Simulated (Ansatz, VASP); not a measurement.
YSi6: VASP beside Ansatz

Contents of INCAR:

```
  PREC = Accurate
  ENCUT = 520
  EDIFF = 1E-7
  ISMEAR = 0
  SIGMA = 0.1
  LREAL = False
  LASPH = True
  NELM = 60
  ALGO = Normal
  ISIF = 2
  LWAVE = False
  LCHARG = False
  GGA = PE
  NBANDS = 26
```

Contents of KPOINTS:

```
Automatic mesh
0
Gamma
  6 6 6
```

File POSCAR:

```
YSi6
1.0
    2.7676769600      1.5979190400      3.5252503400
   -2.7676769600      1.5979190400      3.5252503400
    0.0000000000     -3.1958380700      3.5252503400
Y Si
1 6
Direct
    0.5000000000      0.5000000000      0.5000000000
    0.1337081600      0.1337081600      0.5468948000
    0.5468948000      0.1337081600      0.1337081600
    0.1337081600      0.5468948000      0.1337081600
    0.4531052000      0.8662918400      0.8662918400
    0.8662918400      0.8662918400      0.4531052000
    0.8662918400      0.4531052000      0.8662918400
```

Input for Ansatz:

```yaml
crystal:
  lattice:
    - [2.76767696, 1.59791904, 3.52525034]
    - [-2.76767696, 1.59791904, 3.52525034]
    - [0.0, -3.19583807, 3.52525034]
  atoms:
    - { symbol: "Y", position: [0.5, 0.5, 0.5] }
    - { symbol: Si, position: [0.13370816, 0.13370816, 0.5468948] }
    - { symbol: Si, position: [0.5468948, 0.13370816, 0.13370816] }
    - { symbol: Si, position: [0.13370816, 0.5468948, 0.13370816] }
    - { symbol: Si, position: [0.4531052, 0.86629184, 0.86629184] }
    - { symbol: Si, position: [0.86629184, 0.86629184, 0.4531052] }
    - { symbol: Si, position: [0.86629184, 0.4531052, 0.86629184] }
basis:
  ecutwfc: 420
kpoints:
  mp_grid: { grid: [6, 6, 6] }
hamiltonian:
  xc: pbe
scf:
  occupations: { method: gaussian, width: 0.1 }
  lower_state_search: "off"
output:
  forces: true
  stress: true
  eigenvalues: true
```

Alike in both runs: task single point; functional PBE; k mesh 6 × 6 × 6; occupations gaussian, width 0.1 eV; no spin polarisation.

|  | VASP | Ansatz |
| --- | --- | --- |
| version | VASP 6.6.1 | Ansatz 0.2.0 |
| potentials or method | VASP PAW PBE potentials, release 64 (Y_sv, Si), cutoff 520 eV | scalar-relativistic, plane waves, PAW |
| valence electrons in the cell | 35 | 35 |

Ansatz gave:

| Quantity | Value |
| --- | --- |
| gap on the k mesh at the Fermi level (eV) | none |
| rms of the force components (eV/Å) | 0.934 |

What did VASP give for the same quantities?

gap on the k mesh at the Fermi level (eV): none; rms of the force components (eV/Å): 0.931.

Atom by atom the forces differ by 0.004 eV/Å (rms over components). A gap of «none» marks a metal or a gap that the smearing closes.
